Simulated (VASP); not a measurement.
Here is a VASP 6.6.1 calculation.

The input INCAR:

```
PREC = Accurate
ENCUT = 520
EDIFF = 1E-7
ISMEAR = 0
SIGMA = 0.05
LREAL = False
LASPH = True
NELM = 100
ALGO = Normal
ISIF = 2
LWAVE = False
LCHARG = True
GGA = PE
LELF = True
LVHAR = True
NBANDS = 28
```

KPOINTS

```
Automatic mesh
0
Gamma
  8 8 8
```

POSCAR

```
BaTiO3
1.0
    4.0192318613      0.0000000000      0.0000000000
    0.0000000000      4.0192318613      0.0000000000
    0.0000000000      0.0000000000      4.0192813205
Ba Ti O
1 1 3
Direct
    0.0000000000      0.0000000000      0.0000000000
    0.5000000000      0.5000000000      0.5000000000
    0.4736103761      0.5263896239      0.0000000000
    0.4736103761      0.0263896239      0.5000000000
   -0.0263896239      0.5263896239      0.5000000000
```

Potentials or basis: VASP PAW PBE potentials, release 64 (Ba_sv, Ti_sv, O).

The run is started by

```sh
$ cat potpaw_PBE.64/Ba_sv/POTCAR potpaw_PBE.64/Ti_sv/POTCAR potpaw_PBE.64/O/POTCAR > POTCAR
$ mpirun -np 1 vasp_std > vasp.out
```

Question: Predict the band gap on the k mesh.

Answer: 1.97 eV (least direct gap 2.28 eV).

Question: Estimate the pressure.

Answer: 3.2 GPa.

Question: Predict the largest force.

Answer: 0.467 eV/Å.

Stress tensor (GPa, compression positive):
```
 3.72 -0.71  0.00
-0.71  3.72  0.00
 0.00  0.00  2.20
```

Caveat: the cell differs from its parent crystal (all O atoms moved -0.150 Å, as atom 3 along Cartesian [1 -1 0]); the cell stands under pressure; spin-orbit coupling is left out, which moves the levels of the heavy elements. A k mesh can miss the band edges.
